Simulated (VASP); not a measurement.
# I (C2/m) in VASP: notebook

Runs on I. Level: PBEsol. Tasks: single point, relaxation of cell and atoms.

All numbers are computed with VASP 6.6.1; they aren't measurements. Logs are shortened: lines on timing, memory, paths and dates and some standing lists are left out, and cuts for length are marked.

### Step 1. The cell of the first run

The structure is monoclinic, space group C2/m (No. 12). The conventional cell has a = 4.682 Å, b = 7.366 Å, c = 2.917 Å, α = 90.00°, β = 127.73°, γ = 90.00°. Within 3.8 Å of I (site symmetry 2/m) lie 4 I at 2.92 to 3.70 Å.

### Step 2. Single point, PBEsol

INCAR reads:

```
  PREC = Accurate
  ENCUT = 520
  EDIFF = 1E-6
  ISMEAR = 0
  SIGMA = 0.1
  LREAL = F
  LASPH = T
  NELM = 100
  ALGO = Normal
  ISIF = 2
  LWAVE = F
  LCHARG = F
  GGA = PS
  NBANDS = 10
```

KPOINTS reads:

```
regular mesh
0
Gamma
  12 12 18
```

POSCAR reads:

```
I
1.0
    2.3676103286     -3.6831888408     -0.1621635248
    2.3676103286      3.6831888408     -0.1621635248
   -1.6650910741      0.0000000000      2.3953818307
I
1
Direct
    0.5000000000      0.5000000000      0.5000000000
```

Potentials or basis: VASP PAW PBE potentials, release 64 (I).

The run is started by

```console
cat potpaw_PBE.64/I/POTCAR > POTCAR
mpirun -np 1 vasp_std > vasp.out
```

OUTCAR:

```text
PREC = Accurate
   ENCUT = 520
   EDIFF = 1E-6
   ISMEAR = 0
   LREAL = F
   LASPH = T
   NELM = 100
   ISIF = 2
   GGA = PS

 ion  position               nearest neighbor table
   1  0.500  0.500  0.500-

  Warning from LATTYP: Got some problem with cell dimensions!
  Tried to take original basis but could not verify dimensions!
  LATTYP: Found a base centered monoclinic cell.
 ALAT       =     4.6822205436
 B/A-ratio  =     1.5732658496
 C/A-ratio  =     0.6230496714
 COS(beta)  =    -0.6119891425

  Lattice vectors:

 A1 = (  -0.7025192545,   3.6831888408,  -2.2332183059)
 A2 = (  -0.7025192545,  -3.6831888408,  -2.2332183059)
 A3 = (  -1.6650910741,   0.0000000000,   2.3953818307)

Analysis of symmetry for initial positions (statically):
=====================================================================
 Subroutine PRICEL returns:
 Original cell was already a primitive cell.

 Routine SETGRP: Setting up the symmetry group for a
 base centered monoclinic supercell.

 Subroutine GETGRP returns: Found  4 space group operations
 (whereof  4 operations were pure point group operations)
 out of a pool of  4 trial point group operations.

The static configuration has the point symmetry C_2h.

Analysis of symmetry for dynamics (positions and initial velocities):
=====================================================================
 Subroutine PRICEL returns:
 Original cell was already a primitive cell.

 Routine SETGRP: Setting up the symmetry group for a
 base centered monoclinic supercell.

 Subroutine GETGRP returns: Found  4 space group operations
 (whereof  4 operations were pure point group operations)
 out of a pool of  4 trial point group operations.

The dynamic configuration has the point symmetry C_2h.

 Subroutine INISYM returns: Found  4 space group operations
 (whereof  4 operations are pure point group operations),
 and found     1 'primitive' translations

----------------------------------------------------------------------------------------

                                     Primitive cell

  volume of cell :      39.7881

  direct lattice vectors                    reciprocal lattice vectors
     2.367610329 -3.683188841 -0.162163525     0.221740668 -0.135751932  0.154137600
     2.367610329  3.683188841 -0.162163525     0.221740668  0.135751932  0.154137600
    -1.665091074  0.000000000  2.395381831     0.030022978  0.000000000  0.438339717

  length of vectors
     4.381524360  4.381524360  2.917255971     0.302251403  0.302251403  0.439366688

  position of ions in fractional coordinates (direct lattice)
     0.500000000  0.500000000  0.500000000

  ion indices of the primitive-cell ions
   primitive index   ion index
                 1           1

----------------------------------------------------------------------------------------

 KPOINTS: regular mesh

Automatic generation of k-mesh.
 Grid dimensions read from file:
 generate k-points for:   12   12   18

 Generating k-lattice:

  Cartesian coordinates                     Fractional coordinates (reciprocal lattice)
     0.018478389 -0.011312661  0.012844800     0.083333333 -0.000000000  0.000000000
     0.018478389  0.011312661  0.012844800    -0.000000000  0.083333333  0.000000000
     0.001667943  0.000000000  0.024352206     0.000000000  0.000000000  0.055555556

  Length of vectors
     0.025187617  0.025187617  0.024409260

  Shift w.r.t. Gamma in fractional coordinates (k-lattice)
     0.000000000  0.000000000  0.000000000

 Subroutine IBZKPT returns following result:
 ===========================================

 Found    710 irreducible k-points:

 Following reciprocal coordinates:
            Coordinates               Weight
  0.000000  0.000000  0.000000      1.000000
  0.083333 -0.000000 -0.000000      4.000000
  0.166667 -0.000000 -0.000000      4.000000
  0.250000 -0.000000 -0.000000      4.000000
  0.333333 -0.000000  0.000000      4.000000
  0.416667  0.000000 -0.000000      4.000000
[... 16 lines left out ...]
  0.500000  0.166667  0.000000      4.000000
 -0.416667  0.166667  0.000000      4.000000
 [... further k-points ...]
   k-points           NKPTS =    710   k-points in BZ     NKDIM =    710   number of bands    NBANDS=     10
   number of dos      NEDOS =    301   number of ions     NIONS =      1
   total plane-waves  NPLWV =  31104
   dimension x,y,z NGX =    36 NGY =   36 NGZ =   24
   dimension x,y,z NGXF=    72 NGYF=   72 NGZF=   48
   ions per type =               1
   NGX,Y,Z   is equivalent  to a cutoff of  13.66, 13.66, 13.68 a.u.
   NGXF,Y,Z  is equivalent  to a cutoff of  27.32, 27.32, 27.35 a.u.
 SYSTEM =  unknown system
   PREC   = accura    normal or accurate (medium, high low for compatibility)
   ISTART =      0    job   : 0-new  1-cont  2-samecut
   ICHARG =      2    charge: 1-file 2-atom 10-const
   ISPIN  =      1    spin polarized calculation?
   LNONCOLLINEAR =      F non collinear calculations
   LSORBIT =      F    spin-orbit coupling
   LASPH  =      T    aspherical Exc in radial PAW
   ENCUT  =  520.0 eV  38.22 Ry    6.18 a.u.   8.15  8.15  5.42*2*pi/ulx,y,z
   NELM   =    100;   NELMIN=  2; NELMDL= -5     # of ELM steps
   EDIFF  = 0.1E-05   stopping-criterion for ELM
   LREAL  =      F    real-space projection
   EDIFFG = 0.1E-04   stopping-criterion for IOM
   NSW    =      0    number of steps for IOM
   IBRION =     -1    ionic relax: 0-MD 1-quasi-New 2-CG
   NFREE  =      0    steps in history (QN), initial steepest desc. (CG)
   ISIF   =      2    stress and relaxation
   ISYM   =      2    0-nonsym 1-usesym 2-fastsym
   POTIM  = 0.5000    time-step for ionic-motion
   TEBEG  =    0.0;   TEEND  =   0.0 temperature during run
   PSTRESS=    0.0 pullay stress
   NELECT =       7.0000    total number of electrons
   NUPDOWN=      -1.0000    fix difference up-down
   EMIN   =  10.00;   EMAX   =-10.00  energy-range for DOS
   EFERMI =   0.00;   METHOD = LEGACY
   ISMEAR =     0;   SIGMA  =   0.10  broadening in eV -4-tet -1-fermi 0-gaus
   EFERMI_NEDOS =   21; number of points for ismear=-14 and -15
   IALGO  =     38    algorithm
   IMIX   =      4    mixing-type and parameters
     AMIX     =   0.40;   BMIX     =  1.00
     AMIX_MAG =   1.60;   BMIX_MAG =  1.00
  volume/ion in A,a.u.               =      39.79       268.50
  Fermi-wavevector in a.u.,A,eV,Ry     =   0.917325  1.733492 11.449091  0.841484
  Thomas-Fermi vector in A             =   2.042281
   LORBIT       =      0    0 simple, 1 ext, 2 COOP (PROOUT), +10 PAW based schemes
   GGA     = PS    functional components
   LHFCALC =     F    Hartree Fock is set to
   AEXX    =    0.0000 exact exchange contribution
   IVDW    =     0    specifies the selected vdW correction
   LEPSILON=     F    determine dielectric tensor
   LRPA    =     F    only Hartree local field effects (RPA)
 non-spin polarized calculation
 Gauss-broadening in eV      SIGMA  =   0.10
  energy-cutoff  :      520.00
  volume of cell :       39.79
 maximum number of plane-waves:      1090
 NGX is ok and might be reduce to    36
   NGX = 17   NGY = 17   NGZ = 11

 number of electron       7.0000000 magnetization

 Free energy of the ion-electron system (eV)
  ---------------------------------------------------
  ext. energy  EPLUGINS =         0.00000000
  ---------------------------------------------------
  free energy    TOTEN  =        -1.69250025 eV

  energy without entropy =       -1.69051595  energy(sigma->0) =       -1.69150810

 E-fermi :   3.2076     XC(G=0):  -8.5211

 val. band max:        3.1858745883   @ k =  -0.3333   0.0833   0.3889
 cond. band min:       3.2109877059   @ k =  -0.0833  -0.2500   0.2778
 fundamental gap:      0.0251131176
 Fermi energy:         3.2075531724

 k-point     1 :       0.0000    0.0000    0.0000
  band No.  band energies     occupation
      1     -10.6132      2.00000
      2       1.7383      2.00000
      3       2.4142      2.00000
      4       6.6866      0.00000
      5       7.6958      0.00000
      6      10.5417      0.00000
      7      12.6555      0.00000
      8      13.4105      0.00000
      9      14.2512      0.00000
     10      18.1996      0.00000

 k-point     2 :       0.0833   -0.0000   -0.0000
  band No.  band energies     occupation
      1     -10.5760      2.00000
      2       1.6576      2.00000
      3       2.0934      2.00000
      4       6.6998      0.00000
      5       8.0418      0.00000
      6      10.7765      0.00000
      7      11.9549      0.00000
      8      13.4331      0.00000
      9      15.3282      0.00000
     10      18.2968      0.00000

 k-point     3 :       0.1667   -0.0000   -0.0000
  band No.  band energies     occupation
      1     -10.4711      2.00000
      2       1.1642      2.00000
      3       1.6614      2.00000
      4       6.7362      0.00000
      5       8.6838      0.00000
      6      10.8771      0.00000
      7      11.9391      0.00000
      8      13.5109      0.00000
      9      17.1710      0.00000
     10      18.5671      0.00000

 k-point     4 :       0.2500   -0.0000   -0.0000
  band No.  band energies     occupation
      1     -10.3196      2.00000
      2       0.3219      2.00000
      3       1.4637      2.00000
      4       6.7873      0.00000
      5       8.7673      0.00000
      6      11.1893      0.00000
      7      13.0799      0.00000
      8      13.7371      0.00000
      9      18.7965      0.00000
     10      18.8090      0.00000
[... 222 lines left out ...]
 k-point    22 :       0.4167    0.1667   -0.0000
  band No.  band energies     occupation
      1      -9.9797      2.00000
      2      -0.9139      2.00000
      3       0.6918      2.00000
      4       6.8432      0.00000
      5       9.0032      0.00000
      6      13.1158      0.00000
      7      13.7890      0.00000
      8      17.0375      0.00000
      9      17.9970      0.00000
     10      18.3480      0.00000

 k-point    23 :       0.5000    0.1667    0.0000
  band No.  band energies     occupation
      1     -10.0605      2.00000
      2      -0.5810      2.00000
      3       0.6271      2.00000
      4       6.7686      0.00000
      5       9.2451      0.00000
      6      13.1781      0.00000
      7      13.7599      0.00000
      8      16.2679      0.00000
      9      17.0665      0.00000
     10      18.6548      0.00000

 k-point    24 :      -0.4167    0.1667    0.0000
  band No.  band energies     occupation
      1     -10.1953      2.00000
      2      -0.1134      2.00000
      3       0.8079      2.00000
      4       6.6918      0.00000
      5       9.6299      0.00000
      6      12.1441      0.00000
      7      13.2628      0.00000
      8      15.0196      0.00000
      9      18.3830      0.00000
     10      19.1148      0.00000

 [... further k-points ...]

------------------------ aborting loop because EDIFF is reached ----------------------------------------

  FORCE on cell =-STRESS in cart. coord.  units (eV):
  Direction    XX          YY          ZZ          XY          YZ          ZX
  --------------------------------------------------------------------------------------
  -------------------------------------------------------------------------------------
  Total       -0.0036128      0.0045107     -0.0078246      0.0000000      0.0000000      0.0129776
  in kB       -0.1454800      0.1816376     -0.3150780      0.0000000      0.0000000      0.5225797
  external PRESSURE =      -0.0929735 kB  Pullay stress =       0.0000000 kB

 VOLUME and BASIS-vectors are now :
 -----------------------------------------------------------------------------
  energy-cutoff  :      520.00
  volume of cell :       39.79
      direct lattice vectors                 reciprocal lattice vectors
     2.367610329 -3.683188841 -0.162163525     0.221740668 -0.135751932  0.154137600
     2.367610329  3.683188841 -0.162163525     0.221740668  0.135751932  0.154137600
    -1.665091074  0.000000000  2.395381831     0.030022978  0.000000000  0.438339717

 POSITION                                       TOTAL-FORCE (eV/Angst)
 -----------------------------------------------------------------------------------
      1.53506      0.00000      1.03553        -0.000000     -0.000000      0.000000
 -----------------------------------------------------------------------------------
    total drift:                                0.000000      0.000000      0.000000

  FREE ENERGIE OF THE ION-ELECTRON SYSTEM (eV)
  ---------------------------------------------------
  free  energy   TOTEN  =        -1.6925002535 eV

  energy  without entropy=       -1.6905159476  energy(sigma->0) =       -1.69150810
```

Wall time 2.1 min (1 thread of AMD EPYC 9R45 (Zen 5), shared host); peak memory 0.36 GiB.

Results:

```yaml
Free_energy: -1.6925 eV
Pressure: 0.0 GPa
Band_gap_on_the_k_mesh: zero (an odd number of electrons rules out a gap without spin polarisation)
```

Stress tensor (GPa, compression positive):
```
-0.01  0.00  0.05
 0.00  0.02  0.00
 0.05  0.00 -0.03
```

Levels at points of the mesh, in eV from the Fermi level:
| k point | band 1 | band 2 | band 3 | band 4 | band 5 | band 6 | band 7 |
| --- | --- | --- | --- | --- | --- | --- | --- |
| (0.00, 0.00, 0.00) | -13.82 | -1.47 | -0.79 | 3.48 | 4.49 | 7.33 | 9.45 |
| (0.50, 0.00, 0.00) | -13.19 | -4.30 | -2.04 | 3.69 | 4.73 | 10.36 | 11.55 |
| (0.50, 0.50, 0.00) | -13.48 | -3.99 | -1.20 | 3.22 | 5.41 | 9.27 | 11.20 |
| (0.00, 0.00, 0.50) | -10.65 | -5.27 | -1.89 | -0.27 | 4.38 | 5.99 | 11.23 |
| (0.50, 0.00, 0.50) | -11.13 | -5.73 | -0.66 | 0.91 | 5.36 | 9.04 | 9.41 |
| (0.50, 0.50, 0.50) | -10.66 | -5.29 | -1.87 | -0.20 | 4.40 | 6.13 | 11.11 |

Caveat: the PAW data sets were made with another functional, which shifts forces and pressure a little; spin-orbit coupling is left out, which moves the levels of the heavy elements; an odd number of electrons without spin polarisation forces a metal; a magnetic or distorted state may lie lower.

### Step 3. Relaxation of cell and atoms, PBEsol

INCAR reads:

```
PREC     = Accurate       # precision mode
ENCUT    = 600            # plane-wave cutoff, eV
EDIFF    = 1E-6           # SCF threshold, eV
ISMEAR   = 0              # smearing method
SIGMA    = 0.1            # smearing width, eV
LREAL    = F              # projectors in reciprocal space
LASPH    = T              # aspherical terms in the spheres
NELM     = 100            # most SCF steps
ALGO     = Normal         # electronic algorithm
ISIF     = 3              # what is computed and relaxed
LWAVE    = F              # write WAVECAR
LCHARG   = F              # write CHGCAR
GGA      = PS             # functional
IBRION   = 2              # ionic algorithm
NSW      = 70             # ionic steps
EDIFFG   = -0.005         # ionic threshold
```

KPOINTS reads:

```
Automatic mesh
0
Gamma
  12 12 18
```

POSCAR reads:

```
I
1.0
    2.3773896325     -3.6342876406     -0.1598815673
    2.3773896325      3.6342876406     -0.1598815673
   -1.6680719313      0.0000000000      2.4185668454
I
1
Direct
    0.5000000000      0.5000000000      0.5000000000
```

Potentials or basis: VASP PAW PBE potentials, release 64 (I).

The run is started by

```console
cat potpaw_PBE.64/I/POTCAR > POTCAR
mpirun -np 1 vasp_std > vasp.out
```

Wall time 11 min (1 thread of AMD EPYC 9R45 (Zen 5), shared host); peak memory 0.37 GiB.

The run converged. Its results:

```yaml
Free_energy: -1.6925 eV
Relaxed_volume: 39.89 Å³/atom
Relaxed_cell: a = 4.384 Å, b = 4.384 Å, c = 2.916 Å, α = 109.69°, β = 109.69°, γ = 114.52°
Space_group_after_relaxing_to_0.1_Å: Immm (No. 71)
Energy_gained_by_relaxing: 1.9 meV/atom
Ionic_steps: 14
Pressure_after_relaxing: 0.0 GPa
Band_gap_on_the_k_mesh: zero (an odd number of electrons rules out a gap without spin polarisation)
```

The path:
```
step  energy change (eV)  largest force (eV/Å)  pressure (GPa)  volume (Å³)
   1              0.0000                0.0000           -0.52        39.85
   2              0.0007                0.0000            0.70        39.11
   3             -0.0015                0.0000            0.01        39.51
   4             -0.0015                0.0000            0.01        39.50
   5             -0.0010                0.0000            0.35        39.31
   6             -0.0015                0.0000            0.03        39.49
   7             -0.0017                0.0000            0.05        39.50
   8             -0.0018                0.0000            0.08        39.50
   9             -0.0018                0.0000            0.08        39.50
  10             -0.0019                0.0000           -0.03        39.66
  11             -0.0019                0.0000           -0.01        39.65
  12             -0.0019                0.0000           -0.01        39.71
  13             -0.0019                0.0000            0.00        39.91
  14             -0.0019                0.0000           -0.01        39.89
```

Final structure:
```
I
1.0
     2.36580   -3.68768   -0.15877
     2.36580    3.68768   -0.15877
    -1.66024    0.00000    2.39739
I
1
Direct
  0.50000 0.50000 0.50000
```

Levels at points of the mesh, in eV from the Fermi level:
| k point | band 1 | band 2 | band 3 | band 4 | band 5 | band 6 | band 7 |
| --- | --- | --- | --- | --- | --- | --- | --- |
| (0.00, 0.00, 0.00) | -13.81 | -1.47 | -0.81 | 3.50 | 4.48 | 7.33 | 9.43 |
| (0.50, 0.00, 0.00) | -13.19 | -4.29 | -2.04 | 3.70 | 4.74 | 10.36 | 11.53 |
| (0.50, 0.50, 0.00) | -13.47 | -3.97 | -1.21 | 3.24 | 5.40 | 9.29 | 11.18 |
| (0.00, 0.00, 0.50) | -10.65 | -5.27 | -1.87 | -0.26 | 4.40 | 6.02 | 11.21 |
| (0.50, 0.00, 0.50) | -11.12 | -5.73 | -0.65 | 0.90 | 5.37 | 9.06 | 9.38 |
| (0.50, 0.50, 0.50) | -10.66 | -5.28 | -1.86 | -0.21 | 4.41 | 6.12 | 11.12 |

Caveat: the PAW data sets were made with another functional, which shifts forces and pressure a little; spin-orbit coupling is left out, which moves the levels of the heavy elements; an odd number of electrons without spin polarisation forces a metal; a magnetic or distorted state may lie lower.

The gap in the log of VASP goes by the Fermi energy; the results here count the filled bands.